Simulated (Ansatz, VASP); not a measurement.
## TiAl in VASP and in Ansatz

```
Ti Al
1.0
     2.78124    0.00000    0.00000
    -1.39062    2.40863    0.00000
     0.00000    0.00000    4.53774
Ti Al
1 1
Direct
  0.00000 0.00000 0.00000
  0.33333 0.66667 0.50000
```

Change from the starting cell: strain -0.030 along x and y, -0.030 along z, atoms carried along.

Alike in both runs: task single point; functional r2SCAN; k mesh 18 × 18 × 10; occupations gaussian, width 0.15 eV; no spin polarisation.

|  | VASP | Ansatz |
| --- | --- | --- |
| version | VASP 6.6.1 | Ansatz 0.2.0 |
| potentials or method | VASP PAW PBE potentials, release 64 (Ti_sv, Al), cutoff 520 eV | scalar-relativistic, plane waves, PAW |
| valence electrons in the cell | 15 | 15 |

```csv
,VASP,Ansatz,Ansatz less VASP
gap on the k mesh at the Fermi level (eV),none,none,-
pressure (GPa),11.0,10.8,-0.15
"traceless stress, the component that is largest in VASP (GPa)",0.11,0.10,-0.013
```

VASP's potentials were made for PBE, not for r2SCAN. A gap of «none» marks a metal or a gap that the smearing closes.
